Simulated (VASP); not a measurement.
A run of VASP 6.6.1:

Contents of INCAR:

```
  ALGO = Normal
  EDIFF = 1E-6
  EDIFFG = -0.005
  ENCUT = 600
  GGA = PE
  IBRION = 2
  ISIF = 3
  ISMEAR = 0
  LASPH = T
  LCHARG = F
  LREAL = F
  LWAVE = F
  NELM = 100
  NSW = 100
  PREC = Accurate
  SIGMA = 0.1
```

KPOINTS

```
k-points
0
Gamma
  16 16 16
```

Contents of POSCAR:

```
TiC
1.0
    0.0000000000      2.1734822251      2.1734822251
    2.1734822251      0.0000000000      2.1734822251
    2.1734822251      2.1734822251      0.0000000000
Ti C
1 1
Direct
    0.0000000000      0.0000000000      0.0000000000
    0.5000000000      0.5000000000      0.5000000000
```

Potentials or basis: VASP PAW PBE potentials, release 64 (Ti_sv, C).

Run with:

```sh
$ cat potpaw_PBE.64/Ti_sv/POTCAR potpaw_PBE.64/C/POTCAR > POTCAR
$ mpirun -np 1 vasp_std > vasp.out
```

Hardware: 1 thread of Intel(R) Xeon(R) Platinum 8259CL CPU @ 2.50GHz (Skylake/Cascade Lake) (shared host).

Q: How long does it take, and how much memory?

A: Run time: 110 s on 1 thread of Intel(R) Xeon(R) Platinum 8259CL CPU @ 2.50GHz (Skylake/Cascade Lake), with other jobs on the host, peak memory 0.2 GiB. Counts: scf iterations 34, k points 145, ion steps 3.
